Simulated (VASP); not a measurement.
Write the native input for VASP 6.6.1 that does the following.

```yaml
Task: single point
Functional: PBEsol
Potentials_or_basis: VASP PAW PBE potentials, release 64 (Zr_sv, C)
Cutoff: 520 eV
k_mesh: 15 × 15 × 15
Occupations: fermi-dirac, width 0.05 eV
Spin: no spin polarisation
Dipole_correction: no
Further_INCAR_settings: ALGO = Normal; EDIFF = 1e-06; NBANDS = 15
```

The structure of ZrC lies in POSCAR:

```
ZrC
1.0
    0.0000000000      2.3026411936      2.3026411936
    2.3026411936      0.0000000000      2.3026411936
    2.3026411936      2.3026411936      0.0000000000
Zr C
1 1
Direct
    0.5000000000      0.5000000000      0.5000000000
    0.0000000000      0.0000000000      0.0000000000
```

This cell differs from its parent crystal: volume scaled by 0.9405.

The input as run:

INCAR

```
PREC = Accurate
ENCUT = 520
EDIFF = 1E-6
ISMEAR = -1
SIGMA = 0.05
LREAL = F
LASPH = T
NELM = 100
ALGO = Normal
ISIF = 2
LWAVE = F
LCHARG = F
GGA = PS
NBANDS = 15
```

KPOINTS

```
regular mesh
0
Gamma
  15 15 15
```

Potentials or basis: VASP PAW PBE potentials, release 64 (Zr_sv, C).

Run with:

```bash
$ cat potpaw_PBE.64/Zr_sv/POTCAR potpaw_PBE.64/C/POTCAR > POTCAR
$ mpirun -np 1 vasp_std > vasp.out
```

Results of the run:

```json
{"Pressure": "11.0 GPa", "Band gap on the k mesh": "zero (band 8 reaches 11.18 eV, above the bottom of band 9 at 9.85 eV)"}
```

Caveat: the PAW data sets were made with another functional, which shifts forces and pressure a little.

Wall time 25 s on 1 thread of Intel(R) Xeon(R) Platinum 8375C CPU @ 2.90GHz (Ice Lake) (shared host), peak memory 0.17 GiB.
